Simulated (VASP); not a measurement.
N:

```
N
1.0
     3.58042    0.00000    0.00000
    -1.79021    3.10074    0.00000
     0.00000    0.00000    7.64151
N
4
Direct
  0.33333 0.66667 0.32157
  0.33333 0.66667 0.17843
  0.66667 0.33333 0.82157
  0.66667 0.33333 0.67843
```

Base run:

- Program: VASP 6.6.1
- Functional: PBE
- Potentials or basis: VASP PAW PBE potentials, release 64 (N)
- Cutoff: 520 eV
- k mesh: 12 × 12 × 4
- Occupations: fermi-dirac, width 0.02 eV
- Spin: no spin polarisation

Its results: band gap on the k mesh 7.03 eV (least direct gap 7.08 eV); pressure 4.9 GPa; largest force 3.131 eV/Å.

**Question.** The run is repeated on the same cell with these changes: functional from PBE to r2SCAN; occupations from fermi-dirac, width 0.02 eV to gaussian, width 0.01 eV. What comes out?

**Answer.** Band gap on the k mesh 7.70 eV (least direct gap 7.75 eV); pressure 3.1 GPa; largest force 2.245 eV/Å.

Caveats: the standard files for N, O and F lose accuracy on very short bonds; the stress differs along the axes, from 1 to 13 GPa (at least some runs); this functional lacks dispersion, which holds the molecules together, so the pressure and a relaxed volume are unreliable (at least some runs); forces of over 1 eV/Å act on the atoms, so gaps and moduli don't describe the material at rest (at least some runs); the stress differs along the axes, from 0 to 9 GPa (at least some runs); the PAW data sets were made with another functional, which shifts forces and pressure a little (at least some runs).

A k mesh can miss the band edges.
